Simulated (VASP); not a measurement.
Wanted: the native input for a VASP 6.6.1 run.

| Property | Result |
| --- | --- |
| Task | single point |
| Functional | LDA |
| Potentials or basis | VASP PAW LDA potentials, release 64 (Ba_sv, S) |
| Cutoff | 520 eV |
| k mesh | 10 × 10 × 10 |
| Occupations | gaussian, width 0.05 eV |
| Spin | no spin polarisation |
| Dipole correction | no |
| Further INCAR settings | ALGO = Normal; EDIFF = 1e-07; NBANDS = 15 |

The structure of BaS lies in POSCAR:

```
BaS
1.0
    0.0000000000      3.2142043034      3.2142043034
    3.2142043034      0.0000000000      3.2142043034
    3.2142043034      3.2142043034      0.0000000000
Ba S
1 1
Direct
    0.5000000000      0.5000000000      0.5000000000
    0.0000000000      0.0000000000      0.0000000000
```

These files were run (other wordings do the same):

INCAR

```
PREC = Accurate
ENCUT = 520
EDIFF = 1E-7
ISMEAR = 0
SIGMA = 0.05
LREAL = F
LASPH = T
NELM = 60
ALGO = Normal
ISIF = 2
LWAVE = F
LCHARG = F
NBANDS = 15
```

KPOINTS

```
regular mesh
0
Gamma
  10 10 10
```

Potentials or basis: VASP PAW LDA potentials, release 64 (Ba_sv, S).

Launch:

```sh
$ cat potpaw_LDA.64/Ba_sv/POTCAR potpaw_LDA.64/S/POTCAR > POTCAR
$ mpirun -np 1 vasp_std > vasp.out
```

Results of the run:

```yaml
Pressure: -2.6 GPa
Band_gap_on_the_k_mesh: 1.94 eV, indirect (least direct gap 2.09 eV)
```

Caveat: spin-orbit coupling is left out, which moves the levels of the heavy elements.

It took 48 s on 1 thread of AMD EPYC 7R43 64-Core Processor (Zen 3), with other jobs on the host, peak memory 0.16 GiB.
